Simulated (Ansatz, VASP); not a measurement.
One calculation of GaP, two programs

The input POSCAR:

```
GaP
1.0
    0.0000000000      2.6162400000      2.7252500000
    2.7252500000      0.0000000000      2.7252500000
    2.7252500000      2.6162400000      0.0000000000
Ga P
1 1
Direct
    0.0000000000      0.0000000000      0.0000000000
    0.7500000000      0.7500000000      0.7500000000
```

The input INCAR.step1:

```
PREC = Accurate
ENCUT = 520
ISMEAR = 0
SIGMA = 0.05
LREAL = F
LASPH = T
NELM = 80
NBANDS = 16
GGA = PE
ALGO = Normal
EDIFF = 1E-4
LWAVE = T
LCHARG = F
```

INCAR.step2

```
PREC = Accurate
ENCUT = 520
EDIFF = 1E-7
ISMEAR = 0
SIGMA = 0.05
LREAL = F
LASPH = T
NELM = 80
ALGO = Normal
ISIF = 2
LWAVE = F
LCHARG = F
METAGGA = R2SCAN
LMIXTAU = T
NBANDS = 16
ISTART = 1
```

File KPOINTS:

```
Automatic mesh
0
Gamma
  8 8 8
```

Input for Ansatz:

```yaml
crystal:
  lattice:
    - [0.0, 2.61624, 2.72525]
    - [2.72525, 0.0, 2.72525]
    - [2.72525, 2.61624, 0.0]
  atoms:
    - { symbol: Ga, position: [0.0, 0.0, 0.0] }
    - { symbol: P, position: [0.75, 0.75, 0.75] }
basis:
  ecutwfc: 500
kpoints:
  mp_grid: { grid: [8, 8, 8] }
hamiltonian:
  xc: r2scan
scf:
  occupations: { method: gaussian, width: 0.05 }
output:
  forces: true
  stress: true
  eigenvalues: true
```

Change from the starting cell: strain -0.0400 x Voigt [0, 1, 0, 0, 0, 0], atoms carried along.

Alike in both runs: task single point; functional r2SCAN; k mesh 8 × 8 × 8; occupations gaussian, width 0.05 eV; no spin polarisation.

|  | VASP | Ansatz |
| --- | --- | --- |
| version | VASP 6.6.1 | Ansatz 0.2.0 |
| potentials or method | VASP PAW PBE potentials, release 64 (Ga_d, P), cutoff 520 eV | scalar-relativistic, plane waves, PAW |
| valence electrons in the cell | 18 | 18 |

|  | VASP | Ansatz | Ansatz less VASP |
| --- | --- | --- | --- |
| gap on the k mesh at the Fermi level (eV) | 1.42 | 1.41 | -0.007 |
| least direct gap on the mesh (eV) | 2.54 | 2.56 | +0.023 |
| pressure (GPa) | 3.9 | 3.9 | +0.06 |
| traceless stress, the component that is largest in VASP (GPa) | 2.08 | 2.07 | -0.005 |

VASP's potentials were made for PBE, not for r2SCAN.
